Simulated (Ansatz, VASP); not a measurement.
Al2Pt: VASP beside Ansatz

```
Al Pt
1.0
     2.94826   -2.94826    0.00000
     2.94826    0.00000   -2.94826
     6.38789    5.65083    5.65083
Al Pt
6 3
Direct
  0.63194 0.63194 0.41668
  0.99305 0.99305 0.08335
  0.27083 0.27083 0.75002
  0.59028 0.59028 0.91668
  0.95139 0.95139 0.58335
  0.31250 0.31250 0.25002
  0.29167 0.29167 0.50002
  0.65278 0.65278 0.16668
  0.93055 0.93055 0.83335
```

Alike in both runs: task single point; functional PBEsol; k mesh 11 × 11 × 4; occupations gaussian, width 0.15 eV; no spin polarisation.

|  | VASP | Ansatz |
| --- | --- | --- |
| version | VASP 6.6.1 | Ansatz 0.2.0 |
| potentials or method | VASP PAW PBE potentials, release 64 (Al, Pt), cutoff 520 eV | scalar-relativistic, plane waves, PAW |
| valence electrons in the cell | 48 | 72 |

VASP gave:

- gap on the k mesh at the Fermi level (eV): none
- pressure (GPa): -0.3
- traceless stress, the component that is largest in VASP (GPa): -1.45
- rms of the force components (eV/Å): 0.141

Problem. What did Ansatz give for the same quantities?

Solution. gap on the k mesh at the Fermi level (eV): none; pressure (GPa): -0.3; traceless stress, the component that is largest in VASP (GPa): -1.44; rms of the force components (eV/Å): 0.141.

VASP's potentials were made for PBE, not for PBEsol. Atom by atom the forces differ by 0.001 eV/Å (rms over components). A gap of «none» marks a metal or a gap that the smearing closes. VASP's potentials hold 48 valence electrons a cell and Ansatz's 72, so a difference there can come from the potentials and not from the codes.

Spin-orbit coupling is off throughout.
